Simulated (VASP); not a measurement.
# Mg3HO3 in VASP: single point with PBEsol

Aim: the single point of Mg3HO3 with PBEsol.

All numbers are computed with VASP 6.6.1; they aren't measurements. Logs are shortened: lines on timing, memory, paths and dates and some standing lists are left out, and cuts for length are marked.

### 1 The cell of the first run

The cell holds a slab with vacuum, 7 atoms: a = 2.980 Å, b = 2.980 Å, c = 21.240 Å, α = 90.00°, β = 90.00°, γ = 90.00°.

### 2 Single point, PBEsol, collinear spin, ferromagnetic start

File INCAR:

```
  PREC = Accurate
  ENCUT = 520
  EDIFF = 1E-7
  ISMEAR = 0
  SIGMA = 0.05
  LREAL = F
  LASPH = T
  NELM = 150
  ALGO = Normal
  ISIF = 2
  LWAVE = F
  LCHARG = T
  ISPIN = 2
  MAGMOM = 0 0 0 0 0 0 1
  LORBIT = 11
  LDIPOL = T
  IDIPOL = 3
  DIPOL = 0.5 0.5 0.316
  GGA = PS
  LELF = T
  LVHAR = T
  LVACPOTAV = T
  NBANDS = 26
```

File KPOINTS:

```
regular mesh
0
Gamma
  9 9 1
```

File POSCAR:

```
Mg3HO3
1.0
    2.9804137519      0.0000000000      0.0000000000
    0.0000000000      2.9804137519      0.0000000000
    0.0000000000      0.0000000000     21.2399431533
Mg O H
3 3 1
Direct
    0.5000000000      0.5000000000      0.1883244212
    0.0000000000      0.0000000000      0.2877909891
    0.5000000000      0.5000000000      0.3857349348
    0.0000000000      0.0000000000      0.1883244212
    0.5000000000      0.5000000000      0.2873494718
    0.0000000000      0.0000000000      0.3879456312
    0.0000000000      0.0000000000      0.4835202749
```

Potentials or basis: VASP PAW PBE potentials, release 64 (Mg, O, H).

Started as:

```
> cat potpaw_PBE.64/Mg/POTCAR potpaw_PBE.64/O/POTCAR potpaw_PBE.64/H/POTCAR > POTCAR
> mpirun -np 1 vasp_std > vasp.out
```

OUTCAR:

```text
PREC = Accurate
   ENCUT = 520
   EDIFF = 1E-7
   ISMEAR = 0
   LREAL = F
   LASPH = T
   NELM = 150
   ISIF = 2
   ISPIN = 2
   LORBIT = 11
   GGA = PS

 ion  position               nearest neighbor table
   1  0.500  0.500  0.188-   5 2.10   4 2.11   4 2.11   4 2.11   4 2.11   2 2.98   2 2.98   2 2.98
                             2 2.98
   2  0.000  0.000  0.288-   5 2.11   5 2.11   5 2.11   5 2.11   4 2.11   6 2.13   3 2.96   3 2.96
                             3 2.96   3 2.96   1 2.98   1 2.98   1 2.98   1 2.98
   3  0.500  0.500  0.386-   5 2.09   6 2.11   6 2.11   6 2.11   6 2.11   2 2.96   2 2.96   2 2.96
                             2 2.96
   4  0.000  0.000  0.188-   1 2.11   1 2.11   1 2.11   1 2.11   2 2.11
   5  0.500  0.500  0.287-   3 2.09   1 2.10   2 2.11   2 2.11   2 2.11   2 2.11
   6  0.000  0.000  0.388-   3 2.11   3 2.11   3 2.11   3 2.11   2 2.13
   7  0.000  0.000  0.484-

  LATTYP: Found a simple tetragonal cell.
 ALAT       =     2.9804137519
 C/A-ratio  =     7.1265082372

  Lattice vectors:

 A1 = (   2.9804137519,   0.0000000000,   0.0000000000)
 A2 = (   0.0000000000,   2.9804137519,   0.0000000000)
 A3 = (   0.0000000000,   0.0000000000,  21.2399431533)

Analysis of symmetry for initial positions (statically):
=====================================================================
 Subroutine PRICEL returns:
 Original cell was already a primitive cell.

 Routine SETGRP: Setting up the symmetry group for a
 simple tetragonal supercell.

 Subroutine GETGRP returns: Found  8 space group operations
 (whereof  8 operations were pure point group operations)
 out of a pool of 16 trial point group operations.

The static configuration has the point symmetry C_4v.

Analysis of symmetry for dynamics (positions and initial velocities):
=====================================================================
 Subroutine PRICEL returns:
 Original cell was already a primitive cell.

 Routine SETGRP: Setting up the symmetry group for a
 simple tetragonal supercell.

 Subroutine GETGRP returns: Found  8 space group operations
 (whereof  8 operations were pure point group operations)
 out of a pool of 16 trial point group operations.

The dynamic configuration has the point symmetry C_4v.

Analysis of structural, dynamic, and magnetic symmetry:
=====================================================================
 Subroutine PRICEL returns:
 Original cell was already a primitive cell.

 Routine SETGRP: Setting up the symmetry group for a
 simple tetragonal supercell.

 Subroutine GETGRP returns: Found  8 space group operations
 (whereof  8 operations were pure point group operations)
 out of a pool of 16 trial point group operations.

The overall configuration has the point symmetry C_4v.

 Subroutine INISYM returns: Found  8 space group operations
 (whereof  8 operations are pure point group operations),
 and found     1 'primitive' translations

----------------------------------------------------------------------------------------

                                     Primitive cell

  volume of cell :     188.6716

  direct lattice vectors                    reciprocal lattice vectors
     2.980413752  0.000000000  0.000000000     0.335523885  0.000000000  0.000000000
     0.000000000  2.980413752  0.000000000     0.000000000  0.335523885  0.000000000
     0.000000000  0.000000000 21.239943153     0.000000000  0.000000000  0.047081105

  length of vectors
     2.980413752  2.980413752 21.239943153     0.335523885  0.335523885  0.047081105

  position of ions in fractional coordinates (direct lattice)
     0.500000000  0.500000000  0.188324421
     0.000000000  0.000000000  0.287790989
     0.500000000  0.500000000  0.385734935
     0.000000000  0.000000000  0.188324421
     0.500000000  0.500000000  0.287349472
     0.000000000  0.000000000  0.387945631
     0.000000000  0.000000000  0.483520275

  ion indices of the primitive-cell ions
   primitive index   ion index
                 1           1
                 2           2
                 3           3
                 4           4
[... 50 lines left out ...]
   dimension x,y,z NGX =    24 NGY =   24 NGZ =  160
   dimension x,y,z NGXF=    48 NGYF=   48 NGZF=  320
   ions per type =               3   3   1
   NGX,Y,Z   is equivalent  to a cutoff of  13.39, 13.39, 12.52 a.u.
   NGXF,Y,Z  is equivalent  to a cutoff of  26.77, 26.77, 25.05 a.u.
 SYSTEM =  unknown system
   PREC   = accura    normal or accurate (medium, high low for compatibility)
   ISTART =      0    job   : 0-new  1-cont  2-samecut
   ICHARG =      2    charge: 1-file 2-atom 10-const
   ISPIN  =      2    spin polarized calculation?
   LNONCOLLINEAR =      F non collinear calculations
   LSORBIT =      F    spin-orbit coupling
   LASPH  =      T    aspherical Exc in radial PAW
   ENCUT  =  520.0 eV  38.22 Ry    6.18 a.u.   5.54  5.54 39.49*2*pi/ulx,y,z
   NELM   =    150;   NELMIN=  2; NELMDL= -5     # of ELM steps
   EDIFF  = 0.1E-06   stopping-criterion for ELM
   LREAL  =      F    real-space projection
   EDIFFG = 0.1E-05   stopping-criterion for IOM
   NSW    =      0    number of steps for IOM
   IBRION =     -1    ionic relax: 0-MD 1-quasi-New 2-CG
   NFREE  =      0    steps in history (QN), initial steepest desc. (CG)
   ISIF   =      2    stress and relaxation
   ISYM   =      2    0-nonsym 1-usesym 2-fastsym
   POTIM  = 0.5000    time-step for ionic-motion
   TEBEG  =    0.0;   TEEND  =   0.0 temperature during run
   PSTRESS=    0.0 pullay stress
   NELECT =      25.0000    total number of electrons
   NUPDOWN=      -1.0000    fix difference up-down
   EMIN   =  10.00;   EMAX   =-10.00  energy-range for DOS
   EFERMI =   0.00;   METHOD = LEGACY
   ISMEAR =     0;   SIGMA  =   0.05  broadening in eV -4-tet -1-fermi 0-gaus
   EFERMI_NEDOS =   21; number of points for ismear=-14 and -15
   IALGO  =     38    algorithm
   IMIX   =      4    mixing-type and parameters
     AMIX     =   0.40;   BMIX     =  1.00
     AMIX_MAG =   1.60;   BMIX_MAG =  1.00
  volume/ion in A,a.u.               =      26.95       181.89
  Fermi-wavevector in a.u.,A,eV,Ry     =   0.834615  1.577193  9.477569  0.696582
  Thomas-Fermi vector in A             =   1.948036
   LORBIT       =     11    0 simple, 1 ext, 2 COOP (PROOUT), +10 PAW based schemes
   GGA     = PS    functional components
   LHFCALC =     F    Hartree Fock is set to
   AEXX    =    0.0000 exact exchange contribution
   IVDW    =     0    specifies the selected vdW correction
   LEPSILON=     F    determine dielectric tensor
   LRPA    =     F    only Hartree local field effects (RPA)
 spin polarized calculation
 Gauss-broadening in eV      SIGMA  =   0.05
  energy-cutoff  :      520.00
  volume of cell :      188.67
 maximum number of plane-waves:      5143
 NGX is ok and might be reduce to    24
   NGX = 11   NGY = 11   NGZ = 79

 dipolmoment           0.000000      0.000000     -0.004442 electrons x Angstroem

 number of electron      24.9999986 magnetization       0.9999898

 dipolmoment           0.000000      0.000000      0.135323 electrons x Angstroem

 Free energy of the ion-electron system (eV)
  ---------------------------------------------------
  ext. energy  EPLUGINS =         0.00000000
  ---------------------------------------------------
  free energy    TOTEN  =       -37.40325226 eV

  energy without entropy =      -37.40325090  energy(sigma->0) =      -37.40325158

 E-fermi :  -1.0869     XC(G=0):  -4.3960

 val. band max:       -1.2180952146   @ k =   0.4444   0.4444   0.0000
 cond. band min:      -0.9686689153   @ k =   0.0000   0.0000   0.0000
 fundamental gap:      0.2494262993
 Fermi energy:        -1.0868943062

 spin component 1

 k-point     1 :       0.0000    0.0000    0.0000
  band No.  band energies     occupation
      1     -20.2031      1.00000
      2     -19.4222      1.00000
      3     -19.0003      1.00000
      4      -7.0228      1.00000
      5      -6.0594      1.00000
      6      -4.6926      1.00000
[... 394 lines left out ...]
     23       8.5511      0.00000
     24       8.9824      0.00000
 Fermi energy:        -1.0868943062

 spin component 2

 k-point     1 :       0.0000    0.0000    0.0000
  band No.  band energies     occupation
      1     -20.1701      1.00000
      2     -19.3417      1.00000
      3     -18.8933      1.00000
      4      -6.8228      1.00000
      5      -5.4964      1.00000
      6      -4.4148      1.00000
[... 394 lines left out ...]
     23       8.6956      0.00000
     24       9.1361      0.00000
 [bands above 24 left out]

------------------------ aborting loop because EDIFF is reached ----------------------------------------

  FORCE on cell =-STRESS in cart. coord.  units (eV):
  Direction    XX          YY          ZZ          XY          YZ          ZX
  --------------------------------------------------------------------------------------
  -------------------------------------------------------------------------------------
  Total       -3.5358319     -3.5358319     -0.0068325      0.0000000      0.0000000      0.0000000
  in kB      -30.0258785    -30.0258785     -0.0580208      0.0000000      0.0000000      0.0000000
  external PRESSURE =     -20.0365926 kB  Pullay stress =       0.0000000 kB

 VOLUME and BASIS-vectors are now :
 -----------------------------------------------------------------------------
  energy-cutoff  :      520.00
  volume of cell :      188.67
      direct lattice vectors                 reciprocal lattice vectors
     2.980413752  0.000000000  0.000000000     0.335523885  0.000000000  0.000000000
     0.000000000  2.980413752  0.000000000     0.000000000  0.335523885  0.000000000
     0.000000000  0.000000000 21.239943153     0.000000000  0.000000000  0.047081105

 POSITION                                       TOTAL-FORCE (eV/Angst)
 -----------------------------------------------------------------------------------
      1.49021      1.49021      4.00000        -0.000000     -0.000000      0.433600
      0.00000      0.00000      6.11266        -0.000000      0.000000     -0.062933
      1.49021      1.49021      8.19299        -0.000000     -0.000000      0.606994
      0.00000      0.00000      4.00000        -0.000000      0.000000     -0.421411
      1.49021      1.49021      6.10329        -0.000000      0.000000      0.003676
      0.00000      0.00000      8.23994        -0.000000      0.000000     -0.568703
      0.00000      0.00000     10.26994         0.000000      0.000000      0.008778
 -----------------------------------------------------------------------------------
    total drift:                                0.000000     -0.000000      0.001223

  FREE ENERGIE OF THE ION-ELECTRON SYSTEM (eV)
  ---------------------------------------------------
  free  energy   TOTEN  =       -37.4032522646 eV

  energy  without entropy=      -37.4032509026  energy(sigma->0) =      -37.40325158

 vacuum level on the upper side and lower side of the slab         4.267         1.510

 total charge

# of ion       s       p       d       tot
------------------------------------------
    1        0.145   0.159   0.066   0.371
    2        0.152   0.181   0.079   0.413
    3        0.143   0.159   0.067   0.368
    4        1.538   3.489   0.000   5.027
    5        1.538   3.539   0.000   5.077
    6        1.546   3.474   0.000   5.020
    7        0.384   0.002   0.000   0.386
--------------------------------------------------
tot          5.446  11.003   0.212  16.662

 magnetization (x)

# of ion       s       p       d       tot
------------------------------------------
    1        0.000   0.000   0.000   0.000
    2        0.002   0.003   0.001   0.006
    3       -0.002  -0.002  -0.001  -0.004
    4        0.000   0.001   0.000   0.001
    5        0.001   0.008   0.000   0.008
    6        0.012   0.115   0.000   0.128
    7        0.326   0.000   0.000   0.326
--------------------------------------------------
tot          0.339   0.125   0.001   0.465
```

Wall time 3.3 min (1 thread of AMD EPYC 9R45 (Zen 5), shared host); peak memory 0.38 GiB.

What came out:

- Free energy: -37.4033 eV
- Largest force: 0.607 eV/Å
- Band gap on the k mesh: 0.25 eV, indirect (least direct gap 1.90 eV)
- Net moment: 1.00 μB per cell
- Site moments: Mg +0.00, +0.01, -0.00; O +0.00, +0.01, +0.13; H +0.33 μB
- Valence electrons inside the program's atomic spheres: Mg 0.37, 0.41; O 5.03, 5.08, 5.02; H 0.39

Forces in eV/Å, atoms in the order of the input:
```
Mg   0.000  0.000  0.434
Mg   0.000  0.000 -0.063
Mg   0.000  0.000  0.607
O    0.000  0.000 -0.421
O    0.000  0.000  0.004
O    0.000  0.000 -0.569
H    0.000  0.000  0.009
```

Levels at points of the mesh, in eV from the valence-band top:
Spin up:
| k point | band 10 | band 11 | band 12 | band 13 | band 14 | band 15 | band 16 | band 17 |
| --- | --- | --- | --- | --- | --- | --- | --- | --- |
| (0.00, 0.00, 0.00) | -2.59 | -2.19 | -2.19 | -1.65 | 1.31 | 3.08 | 3.78 | 4.68 |
Spin down:
```csv
k point,band 9,band 10,band 11,band 12,band 13,band 14,band 15,band 16
"(0.00, 0.00, 0.00)",-2.54,-2.54,-2.12,-2.12,0.25,1.37,3.14,4.06
```

Caveat: the PAW data sets were made with another functional, which shifts forces and pressure a little.
